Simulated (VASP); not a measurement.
Pt, 2 atoms in the cell. The structure is hexagonal, space group P6_3/mmc (No. 194). Conventional cell: a = 2.761 Å, b = 2.761 Å, c = 4.792 Å, α = 90.00°, β = 90.00°, γ = 120.00°. Within 3.6 Å of Pt (site symmetry -6m2) lie 12 Pt at 2.76 to 2.88 Å. This isn't the form of Pt at room conditions, which is fcc.

- Program: VASP 6.6.1
- Task: single point
- Functional: PBEsol
- Potentials or basis: VASP PAW PBE potentials, release 64 (Pt)
- Cutoff: 520 eV
- k mesh: 12 × 12 × 6
- Occupations: methfessel-paxton, width 0.3 eV
- Spin: no spin polarisation
- Dipole correction: no
- Further INCAR settings: ALGO = Normal; EDIFF = 1e-07; NBANDS = 17

Potentials or basis: VASP PAW PBE potentials, release 64 (Pt).

The run is started by

```bash
$ cat potpaw_PBE.64/Pt/POTCAR > POTCAR
$ mpirun -np 1 vasp_std > vasp.out
```

Hardware: 1 thread of Intel Xeon 8259CL (shared host).

Question: How long does it take, and how much memory?

Answer: It took 44 s on 1 thread of Intel Xeon 8259CL (shared host), peak memory 0.18 GiB. Counts: scf iterations 13, k points 76.
